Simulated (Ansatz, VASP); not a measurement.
**B in VASP and in Ansatz**

```xyz
12
Lattice="2.7927 0.0000 0.0000 -1.3963 2.4185 0.0000 0.0000 0.0000 13.6812" Properties=species:S:1:pos:R:3 pbc="T T T"
B     0.0000    0.0000    2.5652
B     0.0000    0.0000    9.4058
B     0.0000    0.0000    4.2754
B     0.0000    0.0000   11.1160
B     0.0000    1.6123    7.1256
B     1.3963    0.8062    0.2850
B     0.0000    1.6123   13.3962
B     1.3963    0.8062    6.5556
B     0.0000    1.6123    8.8357
B     1.3963    0.8062    1.9951
B     0.0000    1.6123   11.6861
B     1.3963    0.8062    4.8455
```

Alike in both runs: task single point; functional PBE; k mesh 6 × 6 × 2; occupations gaussian, width 0.1 eV; no spin polarisation.

|  | VASP | Ansatz |
| --- | --- | --- |
| version | VASP 6.6.1 | Ansatz 0.2.0 |
| potentials or method | VASP PAW PBE potentials, release 64 (B), cutoff 520 eV | scalar-relativistic, plane waves, PAW |
| valence electrons in the cell | 36 | 36 |

Ansatz gave:

| Property | Result |
| --- | --- |
| gap on the k mesh at the Fermi level (eV) | none |
| pressure (GPa) | 16.5 |
| traceless stress, the component that is largest in VASP (GPa) | -2.98 |
| rms of the force components (eV/Å) | 0.108 |

What did VASP give for the same quantities?

gap on the k mesh at the Fermi level (eV): none; pressure (GPa): 16.6; traceless stress, the component that is largest in VASP (GPa): -2.99; rms of the force components (eV/Å): 0.108.

Atom by atom the forces differ by 0.000 eV/Å (rms over components). A gap of «none» marks a metal or a gap that the smearing closes. The functional is the same, so the differences come from potentials, cutoffs and numerics.

The k mesh is coarse, so the values compare programs but aren't converged.
